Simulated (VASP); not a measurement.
# ZnSe in VASP: notebook

Runs on ZnSe. Level: LDA. Tasks: electric field gradients.

Program: VASP 6.6.1. These are calculated values, not measurements. Logs are shortened: lines on timing, memory, paths and dates and some standing lists are left out, and cuts for length are marked.

## (1) The cell of the first run

It takes space group I-4m2 (No. 119, tetragonal). Conventional cell: a = 4.088 Å, b = 4.088 Å, c = 5.668 Å, α = 90.00°, β = 90.00°, γ = 90.00°. Zn (site symmetry -4m2) has 4 Se at 2.49 Å within 3.3 Å. Se (site symmetry -4m2) has 4 Zn at 2.49 Å within 3.3 Å.

## (2) Electric field gradients, LDA (equal xx and yy strain of +2 %)

Input file INCAR:

```
ALGO = Normal
EDIFF = 1E-8
ENCUT = 520
ISIF = 2
ISMEAR = -1
LASPH = True
LCHARG = False
LEFG = True
LREAL = False
LWAVE = False
NBANDS = 16
NELM = 80
PREC = Accurate
SIGMA = 0.03
```

Input file KPOINTS:

```
k-points
0
Gamma
  8 8 8
```

Input file POSCAR:

```
ZnSe
1.0
    0.0000000000      2.8904760000      2.8338000000
    2.8904760000      0.0000000000      2.8338000000
    2.8904760000      2.8904760000      0.0000000000
Zn Se
1 1
Direct
    0.0000000000      0.0000000000      0.0000000000
    0.7500000000      0.7500000000      0.7500000000
```

Potentials or basis: VASP PAW LDA potentials, release 64 (Zn, Se).

On the command line:

```console
$ cat potpaw_LDA.64/Zn/POTCAR potpaw_LDA.64/Se/POTCAR > POTCAR
$ mpirun -np 1 vasp_std > vasp.out
```

OUTCAR:

```text
EDIFF = 1E-8
   ENCUT = 520
   ISIF = 2
   ISMEAR = -1
   LASPH = True
   LREAL = False
   NELM = 80
   PREC = Accurate

 ion  position               nearest neighbor table
   1  0.000  0.000  0.000-   2 2.49   2 2.49   2 2.49   2 2.49
   2  0.750  0.750  0.750-   1 2.49   1 2.49   1 2.49   1 2.49

  LATTYP: Found a body centered tetragonal cell.
 ALAT       =     4.0877503609
 C/A-ratio  =     1.3864838847

  Lattice vectors:

 A1 = (   0.0000000000,  -2.8904760000,  -2.8338000000)
 A2 = (   0.0000000000,   2.8904760000,  -2.8338000000)
 A3 = (   2.8904760000,   0.0000000000,   2.8338000000)

Analysis of symmetry for initial positions (statically):
=====================================================================
 Subroutine PRICEL returns:
 Original cell was already a primitive cell.

 Routine SETGRP: Setting up the symmetry group for a
 body centered tetragonal supercell.

 Subroutine GETGRP returns: Found  8 space group operations
 (whereof  8 operations were pure point group operations)
 out of a pool of 16 trial point group operations.

The static configuration has the point symmetry D_2d.

Analysis of symmetry for dynamics (positions and initial velocities):
=====================================================================
 Subroutine PRICEL returns:
 Original cell was already a primitive cell.

 Routine SETGRP: Setting up the symmetry group for a
 body centered tetragonal supercell.

 Subroutine GETGRP returns: Found  8 space group operations
 (whereof  8 operations were pure point group operations)
 out of a pool of 16 trial point group operations.

The dynamic configuration has the point symmetry D_2d.

 Subroutine INISYM returns: Found  8 space group operations
 (whereof  8 operations are pure point group operations),
 and found     1 'primitive' translations

----------------------------------------------------------------------------------------

                                     Primitive cell

  volume of cell :      47.3520

  direct lattice vectors                    reciprocal lattice vectors
     0.000000000  2.890476000  2.833800000    -0.172981889  0.172981889  0.176441527
     2.890476000  0.000000000  2.833800000     0.172981889 -0.172981889  0.176441527
[... 116 lines left out ...]
 non-spin polarized calculation
  energy-cutoff  :      520.00
  volume of cell :       47.35
 maximum number of plane-waves:      1295
   NGX = 15   NGY = 15   NGZ = 15

 number of electron      18.0000014 magnetization

 Free energy of the ion-electron system (eV)
  ---------------------------------------------------
  ext. energy  EPLUGINS =         0.00000000
  ---------------------------------------------------
  free energy    TOTEN  =        -7.30125475 eV

  energy without entropy =       -7.30125475  energy(sigma->0) =       -7.30125475

 E-fermi :   1.6496     XC(G=0):  -9.5248

 val. band max:        1.2135867682   @ k =   0.0000   0.0000   0.0000
 cond. band min:       2.0780227564   @ k =   0.0000   0.0000   0.0000
 fundamental gap:      0.8644359882
 Fermi energy:         1.6496404522

 k-point     1 :       0.0000    0.0000    0.0000
  band No.  band energies     occupation
      1     -11.8759      2.00000
      2      -5.3745      2.00000
      3      -5.3745      2.00000
      4      -5.3667      2.00000
      5      -5.0486      2.00000
      6      -5.0457      2.00000
[... 433 lines left out ...]
      3      -5.2808      2.00000
      4      -5.1959      2.00000
      5      -5.0450      2.00000
      6      -5.0288      2.00000
[... 8 lines left out ...]
     15      12.6072      0.00000
     16      13.3026      0.00000

 [... further k-points ...]
[... 5 lines left out ...]
  --------------------------------------------------------------------------------------
  -------------------------------------------------------------------------------------
  Total       -1.5984066     -1.5984066     -1.3718289      0.0000000      0.0000000      0.0000000
  in kB      -54.0828945    -54.0828945    -46.4165220      0.0000000      0.0000000      0.0000000
  external PRESSURE =     -51.5274370 kB  Pullay stress =       0.0000000 kB

 VOLUME and BASIS-vectors are now :
 -----------------------------------------------------------------------------
  energy-cutoff  :      520.00
  volume of cell :       47.35
      direct lattice vectors                 reciprocal lattice vectors
     0.000000000  2.890476000  2.833800000    -0.172981889  0.172981889  0.176441527
     2.890476000  0.000000000  2.833800000     0.172981889 -0.172981889  0.176441527
     2.890476000  2.890476000  0.000000000     0.172981889  0.172981889 -0.176441527

 POSITION                                       TOTAL-FORCE (eV/Angst)
 -----------------------------------------------------------------------------------
      0.00000      0.00000      0.00000         0.000000      0.000000      0.000000
      4.33571      4.33571      4.25070        -0.000000     -0.000000     -0.000000
 -----------------------------------------------------------------------------------
    total drift:                                0.000001      0.000001     -0.000000

  FREE ENERGIE OF THE ION-ELECTRON SYSTEM (eV)
  ---------------------------------------------------
  free  energy   TOTEN  =        -7.3012547475 eV

  energy  without entropy=       -7.3012547452  energy(sigma->0) =       -7.30125475

 Electric field gradients (V/A^2)
---------------------------------------------------------------------
 ion       V_xx      V_yy      V_zz      V_xy      V_xz      V_yz
---------------------------------------------------------------------
   1      -1.600    -1.600     3.201    -0.002    -0.001    -0.001
   2       4.037     4.037    -8.074    -0.000    -0.000    -0.000
---------------------------------------------------------------------

 Electric field gradients after diagonalization (V/A^2)
 (convention: |V_zz| > |V_xx| > |V_yy|)
----------------------------------------------------------------------
 ion       V_xx      V_yy      V_zz     asymmetry (V_yy - V_xx)/ V_zz
----------------------------------------------------------------------
   1      -1.602    -1.599     3.201       0.001
   2       4.037     4.037    -8.074       0.000
----------------------------------------------------------------------

           NMR quadrupolar parameters

 Cq : quadrupolar parameter    Cq=e*Q*V_zz/h
 eta: asymmetry parameters     (V_yy - V_xx)/ V_zz
 Q  : nuclear electric quadrupole moment in mb (millibarn)
----------------------------------------------------------------------
 ion       Cq(MHz)       eta       Q (mb)
----------------------------------------------------------------------
   1       0.008       0.001       1.000
   2      -0.020       0.000       1.000
----------------------------------------------------------------------
```

OSZICAR:

```text
N       E                     dE             d eps       ncg     rms          rms(c)
DAV:   1     0.860223578104E+02    0.86022E+02   -0.86990E+03  1888   0.126E+03
DAV:   2    -0.193895122667E+01   -0.87961E+02   -0.82603E+02  2064   0.249E+02
DAV:   3    -0.755928913281E+01   -0.56203E+01   -0.55977E+01  2376   0.623E+01
DAV:   4    -0.760703078072E+01   -0.47742E-01   -0.47736E-01  2248   0.599E+00
DAV:   5    -0.760728295941E+01   -0.25218E-03   -0.25218E-03  2496   0.399E-01    0.444E+00
DAV:   6    -0.732997391291E+01    0.27731E+00   -0.54949E-01  2784   0.236E+01    0.341E+00
DAV:   7    -0.730606717657E+01    0.23907E-01   -0.13479E-01  2296   0.349E+00    0.143E+00
DAV:   8    -0.730176080625E+01    0.43064E-02   -0.29980E-03  2864   0.647E-01    0.380E-01
DAV:   9    -0.730124186712E+01    0.51894E-03   -0.85273E-04  2224   0.234E-01    0.593E-02
DAV:  10    -0.730125752567E+01   -0.15659E-04   -0.79297E-05  2408   0.918E-02    0.138E-02
DAV:  11    -0.730125462806E+01    0.28976E-05   -0.83380E-06  2752   0.512E-02    0.327E-03
DAV:  12    -0.730125474106E+01   -0.11300E-06   -0.15413E-06  2280   0.826E-03    0.142E-03
DAV:  13    -0.730125474749E+01   -0.64231E-08   -0.57157E-08  2424   0.301E-03
   1 F= -.73012547E+01 E0= -.73012547E+01  d E =-.228236E-08
```

Run time: 22 s. Hardware: 1 thread of AMD EPYC 9R45 (Zen 5), shared host; peak memory 0.15 GiB.

Results:

```
Free energy            : -7.3013 eV
Pressure               : -5.2 GPa
Band gap on the k mesh : 0.86 eV, direct
```

Stress tensor (GPa, compression positive):
```
-5.41  0.00  0.00
 0.00 -5.41  0.00
 0.00  0.00 -4.64
```

Electric field gradients, principal values (V/Å²):
```csv
atom,least,middle,greatest (by size)
1 Zn,-1.599,-1.602,3.201
2 Se,4.037,4.037,-8.074
```

Caveat: the cell differs from its parent crystal (equal xx and yy strain of +2 %); without QUAD_EFG the Cq values of the log hold for a quadrupole moment of 1 mb, not for the nuclei.

## (3) Electric field gradients, LDA (volume scaled by 0.94)

Input file INCAR:

```
SYSTEM = ZnSe
PREC = Accurate ; ENCUT = 520
EDIFF = 1E-8 ; ISMEAR = -1
SIGMA = 0.03 ; LREAL = .FALSE.
LASPH = .TRUE. ; NELM = 60
ALGO = Normal ; ISIF = 2
LWAVE = .FALSE. ; LCHARG = .FALSE.
LEFG = .TRUE. ; NBANDS = 16
```

Input file KPOINTS:

```
Automatic mesh
0
G
  8 8 8
  0 0 0
```

Input file POSCAR:

```
ZnSe
1.0
    0.0000000000      2.7759511149      2.7759511149
    2.7759511149      0.0000000000      2.7759511149
    2.7759511149      2.7759511149      0.0000000000
Zn Se
1 1
Direct
    0.0000000000      0.0000000000      0.0000000000
    0.7500000000      0.7500000000      0.7500000000
```

Potentials or basis: VASP PAW LDA potentials, release 64 (Zn, Se).

On the command line:

```console
$ cat potpaw_LDA.64/Zn/POTCAR potpaw_LDA.64/Se/POTCAR > POTCAR
$ mpirun -np 1 vasp_std > vasp.out
```

OUTCAR:

```text
SYSTEM = ZnSe
   PREC = Accurate
   ENCUT = 520
   EDIFF = 1E-8
   ISMEAR = -1
   LREAL = .FALSE.
   LASPH = .TRUE.
   NELM = 60
   ISIF = 2

 ion  position               nearest neighbor table
   1  0.000  0.000  0.000-   2 2.40   2 2.40   2 2.40   2 2.40
   2  0.750  0.750  0.750-   1 2.40   1 2.40   1 2.40   1 2.40

  LATTYP: Found a face centered cubic cell.
 ALAT       =     5.5519022298

  Lattice vectors:

 A1 = (   0.0000000000,   2.7759511149,   2.7759511149)
 A2 = (   2.7759511149,   0.0000000000,   2.7759511149)
 A3 = (   2.7759511149,   2.7759511149,   0.0000000000)

Analysis of symmetry for initial positions (statically):
=====================================================================
 Subroutine PRICEL returns:
 Original cell was already a primitive cell.

 Routine SETGRP: Setting up the symmetry group for a
 face centered cubic supercell.

[... 644 lines left out ...]
  volume of cell :       42.78
      direct lattice vectors                 reciprocal lattice vectors
     0.000000000  2.775951115  2.775951115    -0.180118446  0.180118446  0.180118446
     2.775951115  0.000000000  2.775951115     0.180118446 -0.180118446  0.180118446
     2.775951115  2.775951115  0.000000000     0.180118446  0.180118446 -0.180118446

 POSITION                                       TOTAL-FORCE (eV/Angst)
 -----------------------------------------------------------------------------------
      0.00000      0.00000      0.00000        -0.000000     -0.000000     -0.000000
      4.16393      4.16393      4.16393         0.000000      0.000000      0.000000
 -----------------------------------------------------------------------------------
    total drift:                                0.000000      0.000000     -0.000000

  FREE ENERGIE OF THE ION-ELECTRON SYSTEM (eV)
  ---------------------------------------------------
  free  energy   TOTEN  =        -7.3701667459 eV

  energy  without entropy=       -7.3701667459  energy(sigma->0) =       -7.37016675

 Electric field gradients (V/A^2)
---------------------------------------------------------------------
 ion       V_xx      V_yy      V_zz      V_xy      V_xz      V_yz
---------------------------------------------------------------------
   1      -0.000    -0.000    -0.000     0.005     0.005     0.005
   2       0.000     0.000    -0.000     0.000     0.000     0.000
---------------------------------------------------------------------

 Electric field gradients after diagonalization (V/A^2)
 (convention: |V_zz| > |V_xx| > |V_yy|)
----------------------------------------------------------------------
 ion       V_xx      V_yy      V_zz     asymmetry (V_yy - V_xx)/ V_zz
----------------------------------------------------------------------
   1      -0.005    -0.005     0.010       0.000
   2      -0.000    -0.000     0.001       0.000
----------------------------------------------------------------------

           NMR quadrupolar parameters

 Cq : quadrupolar parameter    Cq=e*Q*V_zz/h
 eta: asymmetry parameters     (V_yy - V_xx)/ V_zz
 Q  : nuclear electric quadrupole moment in mb (millibarn)
----------------------------------------------------------------------
 ion       Cq(MHz)       eta       Q (mb)
----------------------------------------------------------------------
   1       0.000       0.000       1.000
   2       0.000       0.000       1.000
----------------------------------------------------------------------
```

Wall time 20 s (1 thread of Intel Xeon Platinum 8259CL at 2.50GHz (Skylake/Cascade Lake), shared host); peak memory 0.15 GiB.

What came out:

```
Free energy            : -7.3702 eV
Pressure               : 1.0 GPa
Band gap on the k mesh : 1.33 eV, direct
```

Levels at points of the mesh, in eV from the valence-band top:
| k point | band 7 | band 8 | band 9 | band 10 | band 11 | band 12 |
| --- | --- | --- | --- | --- | --- | --- |
| (0.00, 0.00, 0.00) | 0.00 | 0.00 | 0.00 | 1.33 | 5.68 | 5.68 |
| (0.50, 0.00, 0.00) | -5.70 | -0.97 | -0.97 | 2.48 | 6.27 | 6.27 |
| (0.50, 0.50, 0.00) | -5.10 | -2.44 | -2.44 | 2.67 | 3.31 | 10.99 |

Caveat: without QUAD_EFG the Cq values of the log hold for a quadrupole moment of 1 mb, not for the nuclei.
